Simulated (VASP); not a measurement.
Input of a VASP 6.6.1 run:

INCAR

```
SYSTEM = Ti
PREC     = Accurate       ! precision mode
ENCUT    = 520            ! plane-wave cutoff, eV
EDIFF    = 1E-7           ! SCF threshold, eV
ISMEAR   = -1             ! smearing method
SIGMA    = 0.05           ! smearing width, eV
LREAL    = .FALSE.        ! projectors in reciprocal space
LASPH    = .TRUE.         ! aspherical terms in the spheres
NELM     = 60             ! most SCF steps
ALGO     = Normal         ! electronic algorithm
ISIF     = 2              ! what is computed and relaxed
LWAVE    = .FALSE.        ! write WAVECAR
LCHARG   = .TRUE.         ! write CHGCAR
GGA      = RE             ! functional
IVDW     = 13             ! dispersion correction
LELF     = .TRUE.         ! ELF
LVHAR    = .TRUE.       
NBANDS   = 19             ! bands
```

The input KPOINTS:

```
regular mesh
0
G
  10 10 6
  0 0 0
```

The input POSCAR:

```
Ti
1.0
    2.9345172820      0.0000000000      0.0000000000
   -1.4672586410      2.5413665141      0.0000000000
    0.0000000000      0.0000000000      4.6427687319
Ti
2
Direct
    0.6666666667      0.3333333333      0.7500000000
    0.3333333333      0.6666666667      0.2500000000
```

Potentials or basis: VASP PAW PBE potentials, release 64 (Ti_sv).

The run is started by

```bash
$ cat potpaw_PBE.64/Ti_sv/POTCAR > POTCAR
$ mpirun -np 1 vasp_std > vasp.out
```

**Question.** Predict the band gap on the k mesh.

**Answer.** Zero (band 12 reaches 9.24 eV, above the bottom of band 13 at 8.22 eV).

**Question.** Predict the dispersion energy per atom.

**Answer.** -0.308 eV.

**Question.** Predict the pressure.

**Answer.** -0.3 GPa.

Stress tensor (GPa, compression positive):
```
-0.26  0.00  0.00
 0.00 -0.26  0.00
 0.00  0.00 -0.34
```

Caveat: the PAW data sets were made with another functional, which shifts forces and pressure a little; pairwise dispersion overbinds metals, which lowers pressure and volume.
